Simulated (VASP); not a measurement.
Runs of VASP 6.6.1 on Ge. The structure is that of space group Fd-3m (No. 227), or close to it. The cells are those of the table. 

| cell | k mesh | gap on the mesh (eV) | pressure (GPa) |
| --- | --- | --- | --- |
| a = 4.073 Å, angles 60.0°, 2 atoms | 7 × 7 × 7 | none | -0.1 |
| a = 4.094 Å, angles 60.0°, 2 atoms | 7 × 7 × 7 | none | (a) |
| a = 4.053 Å, angles 60.0°, 2 atoms | 8 × 8 × 8 | none | 0.8 |
| a = 4.073 Å, angles 60.0°, 2 atoms | 8 × 8 × 8 | none | -0.1 |

Alike in all rows: task single point; level PBE; potentials or basis VASP PAW PBE potentials, release 64 (Ge_d); no spin polarisation; cutoff (eV) 500; smearing methfessel-paxton 0.02 eV.

Task: Estimate the missing entries.

Result: (a) -1.0.

Caveats: semilocal functionals underestimate gaps, so a narrow gap can read as zero.

A k mesh can miss the band edges, and the runs leave out spin-orbit coupling on Ge.

A gap of «none» marks levels without a gap at the run's occupations.
